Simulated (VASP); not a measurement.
Crystal: Si3Sn.

```
Si Sn
1.0
     4.03764    0.00000    0.00000
     0.00000    4.03764    0.00000
     0.00000    0.00000    5.89808
Si Sn
3 1
Direct
  0.50000 0.00000 0.77415
  0.50000 0.50000 0.00000
  0.00000 0.50000 0.22585
  0.00000 0.00000 0.50000
```

This cell differs from its parent crystal: uniaxial z strain +2.6%.

Base run:

- Program: VASP 6.6.1
- Functional: PBE
- Potentials or basis: VASP PAW PBE potentials, release 64 (Si, Sn_d)
- Cutoff: 520 eV
- k mesh: 6 × 6 × 4
- Occupations: fermi-dirac, width 0.02 eV
- Spin: no spin polarisation

Its results: band gap on the k mesh 0.15 eV, indirect (least direct gap 0.56 eV); pressure -0.5 GPa; largest force 0.078 eV/Å.

Q: The run is repeated on the same cell with these changes: functional from PBE to r2SCAN; further incar settings from ALGO = Normal; EDIFF = 1e-07; NBANDS = 21 to ALGO = Normal; EDIFF = 1e-06; NBANDS = 21. What comes out?

A: Band gap on the k mesh 0.32 eV, indirect (least direct gap 0.76 eV); pressure -2.1 GPa; largest force 0.006 eV/Å.

Caveats: spin-orbit coupling is left out, which moves the levels of the heavy elements; the PAW data sets were made with another functional, which shifts forces and pressure a little (some runs).

A k mesh can miss the band edges.
